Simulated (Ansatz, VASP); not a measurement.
## LaHg2: VASP beside Ansatz

File INCAR:

```
PREC = Accurate
ENCUT = 520
EDIFF = 1E-6
ISMEAR = -1
SIGMA = 0.08
LREAL = False
LASPH = True
NELM = 60
ALGO = Normal
ISIF = 2
LWAVE = False
LCHARG = True
LELF = True
LVHAR = True
NBANDS = 24
```

KPOINTS

```
Automatic mesh
0
Gamma
  8 8 9
```

Contents of POSCAR:

```
LaHg2
1.0
    4.8567862506      0.0000000000      0.0000000000
   -2.4283931254      4.2061002739      0.0000000000
    0.0000000000      0.0000000000      3.5656934357
La Hg
1 2
Direct
    0.0000000000      0.0000000000      0.0000000000
    0.3333333333      0.6666666667      0.5000000000
    0.6666666667      0.3333333333      0.5000000000
```

Input for Ansatz:

```yaml
crystal:
  lattice:
    - [4.8567862506, 0.0, 0.0]
    - [-2.4283931254, 4.2061002739, 0.0]
    - [0.0, 0.0, 3.5656934357]
  atoms:
    - { symbol: La, position: [0.0, 0.0, 0.0] }
    - { symbol: Hg, position: [0.3333333333, 0.6666666667, 0.5] }
    - { symbol: Hg, position: [0.6666666667, 0.3333333333, 0.5] }
kpoints:
  mp_grid: { grid: [8, 8, 9] }
  band_path:
    path:
      - [0.0, 0.0, 0.0]
      - [0.5, 0.0, 0.0]
      - [0.3333333333, 0.3333333333, 0.0]
      - [0.0, 0.0, 0.0]
      - [0.0, 0.0, 0.5]
      - [0.5, 0.0, 0.5]
      - [0.3333333333, 0.3333333333, 0.5]
      - [0.0, 0.0, 0.5]
      - [0.5, 0.0, 0.5]
    npoints: 5
scf:
  occupations: { method: fermi_dirac, width: 0.08 }
hamiltonian:
  xc: lda
  pseudopotentials: { kind: all_electron, lapw: { basis_error: 0.001 } }
output:
  forces: true
  stress: true
  eigenvalues: true
```

Change from the starting cell: volume scaled by 0.94.

Alike in both runs: task single point; functional LDA; k mesh 8 × 8 × 9; occupations fermi-dirac, width 0.08 eV; no spin polarisation.

|  | VASP | Ansatz |
| --- | --- | --- |
| version | VASP 6.6.1 | Ansatz 0.2.0 |
| potentials or method | VASP PAW LDA potentials, release 64 (La, Hg), cutoff 520 eV | all-electron LAPW, scalar-relativistic |

|  | VASP | Ansatz | Ansatz less VASP |
| --- | --- | --- | --- |
| pressure (GPa) | 2.0 | 1.5 | -0.57 |
| traceless stress, the component that is largest in VASP (GPa) | -2.52 | -2.15 | +0.367 |

LDA's correlation is that of Perdew and Zunger in VASP and of Perdew and Wang (1992) in Ansatz. Ansatz ran all-electron here, and VASP with PAW potentials.

Spin-orbit coupling is off throughout.
